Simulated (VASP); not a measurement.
# InAs (P4/mmm) in VASP: single point with PBE

Aim: the single point of InAs with PBE.

Everything below comes from runs of VASP 6.6.1. Logs are shortened: lines on timing, memory, paths and dates and some standing lists are left out, and cuts for length are marked.

## 1. The cell of the first run

Symmetry: P4/mmm, No. 123, tetragonal system. Conventional cell: a = 3.787 Å, b = 3.787 Å, c = 3.209 Å, α = 90.00°, β = 90.00°, γ = 90.00°. Within 4.1 Å of In (site symmetry 4/mmm) lie 8 As at 3.12 Å and 6 In at 3.21 to 3.79 Å. Within 4.1 Å of As (site symmetry 4/mmm) lie 8 In at 3.12 Å and 6 As at 3.21 to 3.79 Å.

The cell was generated, and may not be a known phase.

## 2. Single point, PBE

The input, INCAR:

```
PREC     = Accurate       # precision mode
ENCUT    = 520            # plane-wave cutoff, eV
EDIFF    = 1E-7           # SCF threshold, eV
ISMEAR   = 0              # smearing method
SIGMA    = 0.1            # smearing width, eV
LREAL    = F              # projectors in reciprocal space
LASPH    = T              # aspherical terms in the spheres
NELM     = 80             # most SCF steps
ALGO     = Normal         # electronic algorithm
ISIF     = 2              # what is computed and relaxed
LWAVE    = F              # write WAVECAR
LCHARG   = F              # write CHGCAR
GGA      = PE             # functional
NBANDS   = 16             # bands
```

The input, KPOINTS:

```
regular mesh
0
Gamma
  14 14 20
```

The input, POSCAR:

```
InAs
1.0
    3.7873718820      0.0000000000      0.0000000000
    0.0000000000      3.7873718820      0.0000000000
    0.0000000000      0.0000000000      3.2094857943
In As
1 1
Direct
    0.5000000000      0.5000000000      0.5000000000
    0.0000000000      0.0000000000      0.0000000000
```

Potentials or basis: VASP PAW PBE potentials, release 64 (In_d, As).

Command:

```console
$ cat potpaw_PBE.64/In_d/POTCAR potpaw_PBE.64/As/POTCAR > POTCAR
$ mpirun -np 1 vasp_std > vasp.out
```

OUTCAR:

```text
PREC = Accurate
   ENCUT = 520
   EDIFF = 1E-7
   ISMEAR = 0
   LREAL = F
   LASPH = T
   NELM = 80
   ISIF = 2
   GGA = PE

 ion  position               nearest neighbor table
   1  0.500  0.500  0.500-   2 3.12   2 3.12   2 3.12   2 3.12   2 3.12   2 3.12   2 3.12   2 3.12

   2  0.000  0.000  0.000-   1 3.12   1 3.12   1 3.12   1 3.12   1 3.12   1 3.12   1 3.12   1 3.12

  LATTYP: Found a simple tetragonal cell.
 ALAT       =     3.7873718820
 C/A-ratio  =     0.8474176538

  Lattice vectors:

 A1 = (   3.7873718820,   0.0000000000,   0.0000000000)
 A2 = (   0.0000000000,   3.7873718820,   0.0000000000)
 A3 = (   0.0000000000,   0.0000000000,   3.2094857943)

Analysis of symmetry for initial positions (statically):
=====================================================================
 Subroutine PRICEL returns:
 Original cell was already a primitive cell.

 Routine SETGRP: Setting up the symmetry group for a
 simple tetragonal supercell.

 Subroutine GETGRP returns: Found 16 space group operations
 (whereof 16 operations were pure point group operations)
 out of a pool of 16 trial point group operations.

The static configuration has the point symmetry D_4h.

Analysis of symmetry for dynamics (positions and initial velocities):
=====================================================================
 Subroutine PRICEL returns:
 Original cell was already a primitive cell.

 Routine SETGRP: Setting up the symmetry group for a
 simple tetragonal supercell.

 Subroutine GETGRP returns: Found 16 space group operations
 (whereof 16 operations were pure point group operations)
 out of a pool of 16 trial point group operations.

The dynamic configuration has the point symmetry D_4h.

 Subroutine INISYM returns: Found 16 space group operations
 (whereof 16 operations are pure point group operations),
 and found     1 'primitive' translations

----------------------------------------------------------------------------------------

                                     Primitive cell

  volume of cell :      46.0375

  direct lattice vectors                    reciprocal lattice vectors
     3.787371882  0.000000000  0.000000000     0.264035334  0.000000000  0.000000000
     0.000000000  3.787371882  0.000000000     0.000000000  0.264035334  0.000000000
     0.000000000  0.000000000  3.209485794     0.000000000  0.000000000  0.311576391

  length of vectors
     3.787371882  3.787371882  3.209485794     0.264035334  0.264035334  0.311576391

  position of ions in fractional coordinates (direct lattice)
     0.500000000  0.500000000  0.500000000
     0.000000000  0.000000000  0.000000000

  ion indices of the primitive-cell ions
   primitive index   ion index
                 1           1
                 2           2

----------------------------------------------------------------------------------------

 KPOINTS: regular mesh

Automatic generation of k-mesh.
 Grid dimensions read from file:
 generate k-points for:   14   14   20

 Generating k-lattice:

  Cartesian coordinates                     Fractional coordinates (reciprocal lattice)
     0.018859667  0.000000000  0.000000000     0.071428571  0.000000000  0.000000000
     0.000000000  0.018859667  0.000000000     0.000000000  0.071428571  0.000000000
     0.000000000  0.000000000  0.015578820     0.000000000  0.000000000  0.050000000

  Length of vectors
     0.018859667  0.018859667  0.015578820

  Shift w.r.t. Gamma in fractional coordinates (k-lattice)
     0.000000000  0.000000000  0.000000000

 Subroutine IBZKPT returns following result:
 ===========================================

 Found    396 irreducible k-points:

 Following reciprocal coordinates:
            Coordinates               Weight
  0.000000  0.000000  0.000000      1.000000
  0.071429  0.000000  0.000000      4.000000
  0.142857  0.000000  0.000000      4.000000
  0.214286  0.000000  0.000000      4.000000
  0.285714  0.000000  0.000000      4.000000
  0.357143  0.000000  0.000000      4.000000
[... 16 lines left out ...]
  0.285714  0.214286  0.000000      8.000000
  0.357143  0.214286  0.000000      8.000000
 [... further k-points ...]
   k-points           NKPTS =    396   k-points in BZ     NKDIM =    396   number of bands    NBANDS=     16
   number of dos      NEDOS =    301   number of ions     NIONS =      2
   total plane-waves  NPLWV =  18816
   dimension x,y,z NGX =    28 NGY =   28 NGZ =   24
   dimension x,y,z NGXF=    56 NGYF=   56 NGZF=   48
   ions per type =               1   1
   NGX,Y,Z   is equivalent  to a cutoff of  12.29, 12.29, 12.43 a.u.
   NGXF,Y,Z  is equivalent  to a cutoff of  24.58, 24.58, 24.86 a.u.
 SYSTEM =  unknown system
   PREC   = accura    normal or accurate (medium, high low for compatibility)
   ISTART =      0    job   : 0-new  1-cont  2-samecut
   ICHARG =      2    charge: 1-file 2-atom 10-const
   ISPIN  =      1    spin polarized calculation?
   LNONCOLLINEAR =      F non collinear calculations
   LSORBIT =      F    spin-orbit coupling
   LASPH  =      T    aspherical Exc in radial PAW
   ENCUT  =  520.0 eV  38.22 Ry    6.18 a.u.   7.04  7.04  5.97*2*pi/ulx,y,z
   NELM   =     80;   NELMIN=  2; NELMDL= -5     # of ELM steps
   EDIFF  = 0.1E-06   stopping-criterion for ELM
   LREAL  =      F    real-space projection
   EDIFFG = 0.1E-05   stopping-criterion for IOM
   NSW    =      0    number of steps for IOM
   IBRION =     -1    ionic relax: 0-MD 1-quasi-New 2-CG
   NFREE  =      0    steps in history (QN), initial steepest desc. (CG)
   ISIF   =      2    stress and relaxation
   ISYM   =      2    0-nonsym 1-usesym 2-fastsym
   POTIM  = 0.5000    time-step for ionic-motion
   TEBEG  =    0.0;   TEEND  =   0.0 temperature during run
   PSTRESS=    0.0 pullay stress
   NELECT =      18.0000    total number of electrons
   NUPDOWN=      -1.0000    fix difference up-down
   EMIN   =  10.00;   EMAX   =-10.00  energy-range for DOS
   EFERMI =   0.00;   METHOD = LEGACY
   ISMEAR =     0;   SIGMA  =   0.10  broadening in eV -4-tet -1-fermi 0-gaus
   EFERMI_NEDOS =   21; number of points for ismear=-14 and -15
   IALGO  =     38    algorithm
   IMIX   =      4    mixing-type and parameters
     AMIX     =   0.40;   BMIX     =  1.00
     AMIX_MAG =   1.60;   BMIX_MAG =  1.00
  volume/ion in A,a.u.               =      23.02       155.34
  Fermi-wavevector in a.u.,A,eV,Ry     =   1.197095  2.262181 19.497638  1.433036
  Thomas-Fermi vector in A             =   2.333018
   LORBIT       =      0    0 simple, 1 ext, 2 COOP (PROOUT), +10 PAW based schemes
   GGA     = PE    functional components
   LHFCALC =     F    Hartree Fock is set to
   AEXX    =    0.0000 exact exchange contribution
   IVDW    =     0    specifies the selected vdW correction
   LEPSILON=     F    determine dielectric tensor
   LRPA    =     F    only Hartree local field effects (RPA)
 non-spin polarized calculation
 Gauss-broadening in eV      SIGMA  =   0.10
  energy-cutoff  :      520.00
  volume of cell :       46.04
 maximum number of plane-waves:      1264
   NGX = 15   NGY = 15   NGZ = 11

 number of electron      17.9999995 magnetization

 Free energy of the ion-electron system (eV)
  ---------------------------------------------------
  ext. energy  EPLUGINS =         0.00000000
  ---------------------------------------------------
  free energy    TOTEN  =        -6.88804772 eV

  energy without entropy =       -6.88156011  energy(sigma->0) =       -6.88480392

 E-fermi :   6.6119     XC(G=0): -10.3843

 val. band max:        6.6080442697   @ k =   0.3571   0.2857   0.3000
 cond. band min:       6.6157650934   @ k =   0.3571   0.1429   0.4500
 fundamental gap:      0.0077208237
 Fermi energy:         6.6119452008

 k-point     1 :       0.0000    0.0000    0.0000
  band No.  band energies     occupation
      1      -8.0277      2.00000
      2      -7.8354      2.00000
      3      -7.7235      2.00000
      4      -7.6668      2.00000
      5      -7.6668      2.00000
      6      -5.8960      2.00000
[... 8 lines left out ...]
     15      17.1529      0.00000
     16      18.4724      0.00000

 k-point     2 :       0.0714    0.0000    0.0000
  band No.  band energies     occupation
      1      -8.0263      2.00000
      2      -7.8314      2.00000
      3      -7.7264      2.00000
      4      -7.6685      2.00000
      5      -7.6667      2.00000
      6      -5.8550      2.00000
[... 8 lines left out ...]
     15      16.9626      0.00000
     16      18.8980      0.00000

 k-point     3 :       0.1429    0.0000    0.0000
  band No.  band energies     occupation
      1      -8.0226      2.00000
      2      -7.8202      2.00000
      3      -7.7342      2.00000
      4      -7.6734      2.00000
      5      -7.6663      2.00000
      6      -5.7343      2.00000
[... 8 lines left out ...]
     15      16.4613      0.00000
     16      19.6109      0.00000

 k-point     4 :       0.2143    0.0000    0.0000
  band No.  band energies     occupation
      1      -8.0177      2.00000
      2      -7.8037      2.00000
      3      -7.7456      2.00000
      4      -7.6803      2.00000
      5      -7.6657      2.00000
      6      -5.5418      2.00000
[... 8 lines left out ...]
     15      15.7989      0.00000
     16      18.7960      0.00000
[... 324 lines left out ...]
 k-point    22 :       0.2143    0.2143    0.0000
  band No.  band energies     occupation
      1      -8.0073      2.00000
      2      -7.7940      2.00000
      3      -7.7704      2.00000
      4      -7.6796      2.00000
      5      -7.6771      2.00000
      6      -5.1667      2.00000
[... 8 lines left out ...]
     15      15.9845      0.00000
     16      19.3911      0.00000

 k-point    23 :       0.2857    0.2143    0.0000
  band No.  band energies     occupation
      1      -8.0021      2.00000
      2      -7.8195      2.00000
      3      -7.7508      2.00000
      4      -7.6858      2.00000
      5      -7.6771      2.00000
      6      -4.9126      2.00000
[... 8 lines left out ...]
     15      16.4797      0.00000
     16      18.8745      0.00000

 k-point    24 :       0.3571    0.2143    0.0000
  band No.  band energies     occupation
      1      -7.9978      2.00000
      2      -7.8414      2.00000
      3      -7.7329      2.00000
      4      -7.6922      2.00000
      5      -7.6762      2.00000
      6      -4.6443      2.00000
[... 8 lines left out ...]
     15      17.4197      0.00000
     16      18.2448      0.00000

 [... further k-points ...]

------------------------ aborting loop because EDIFF is reached ----------------------------------------

  FORCE on cell =-STRESS in cart. coord.  units (eV):
  Direction    XX          YY          ZZ          XY          YZ          ZX
  --------------------------------------------------------------------------------------
  -------------------------------------------------------------------------------------
  Total        0.0004588      0.0004588      0.0029546      0.0000000      0.0000000      0.0000000
  in kB        0.0159672      0.0159672      0.1028264      0.0000000      0.0000000      0.0000000
  external PRESSURE =       0.0449203 kB  Pullay stress =       0.0000000 kB

 VOLUME and BASIS-vectors are now :
 -----------------------------------------------------------------------------
  energy-cutoff  :      520.00
  volume of cell :       46.04
      direct lattice vectors                 reciprocal lattice vectors
     3.787371882  0.000000000  0.000000000     0.264035334  0.000000000  0.000000000
     0.000000000  3.787371882  0.000000000     0.000000000  0.264035334  0.000000000
     0.000000000  0.000000000  3.209485794     0.000000000  0.000000000  0.311576391

 POSITION                                       TOTAL-FORCE (eV/Angst)
 -----------------------------------------------------------------------------------
      1.89369      1.89369      1.60474         0.000000      0.000000      0.000000
      0.00000      0.00000      0.00000         0.000000      0.000000      0.000000
 -----------------------------------------------------------------------------------
    total drift:                                0.000000      0.000000      0.000000

  FREE ENERGIE OF THE ION-ELECTRON SYSTEM (eV)
  ---------------------------------------------------
  free  energy   TOTEN  =        -6.8880477210 eV

  energy  without entropy=       -6.8815601122  energy(sigma->0) =       -6.88480392
```

Run time: 3.9 min. Hardware: 1 thread of Intel Xeon 8259CL, shared host; peak memory 0.4 GiB.

Results:

```
Free energy            : -6.8880 eV
Pressure               : 0.0 GPa
Band gap on the k mesh : zero (bands 9 and 10 overlap by 4.29 eV)
```

Levels at points of the mesh, in eV from the Fermi level:
```tsv
k point	band 5	band 6	band 7	band 8	band 9	band 10	band 11	band 12	band 13	band 14
(0.00, 0.00, 0.00)	-14.28	-12.51	-3.03	-1.63	-1.63	1.39	4.17	6.44	8.24	8.24
(0.50, 0.00, 0.00)	-14.28	-11.33	-7.50	-0.03	1.94	2.45	2.80	3.38	7.33	7.36
(0.50, 0.50, 0.00)	-14.27	-10.21	-4.79	-4.79	-4.76	2.74	7.92	7.92	9.02	9.50
(0.00, 0.00, 0.50)	-14.25	-10.41	-6.55	0.68	0.68	0.94	2.11	4.41	4.41	6.40
(0.50, 0.00, 0.50)	-14.17	-9.36	-4.60	-4.13	-3.19	0.98	4.99	5.74	6.69	7.17
(0.50, 0.50, 0.50)	-14.16	-9.07	-2.94	-1.73	-1.73	-1.17	-0.58	0.32	0.32	15.13
```

Caveat: spin-orbit coupling is left out, which moves the levels of the heavy elements.
